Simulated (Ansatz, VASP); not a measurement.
## One calculation of In, two programs

```
CELL_PARAMETERS angstrom
3.43555 0.00000 0.00000
-1.71777 2.97527 0.00000
0.00000 0.00000 5.50914
ATOMIC_POSITIONS crystal
In 0.33333 0.66667 0.25000
In 0.66667 0.33333 0.75000
```

Change from the starting cell: strain +0.030 along x and y, +0.000 along z, atoms carried along.

Alike in both runs: task single point; functional PBE; dispersion D3(BJ); k mesh 18 × 18 × 10; occupations gaussian, width 0.15 eV; no spin polarisation.

```csv
,VASP,Ansatz
version,VASP 6.6.1,Ansatz 0.2.0
potentials or method,"VASP PAW PBE potentials, release 64 (In_d), cutoff 520 eV","scalar-relativistic, plane waves, PAW"
valence electrons in the cell,26,26
```

```csv
,VASP,Ansatz,Ansatz less VASP
gap on the k mesh at the Fermi level (eV),none,none,-
pressure (GPa),-2.4,-2.3,+0.12
"traceless stress, the component that is largest in VASP (GPa)",0.20,0.19,-0.007
```

A gap of «none» marks a metal or a gap that the smearing closes.
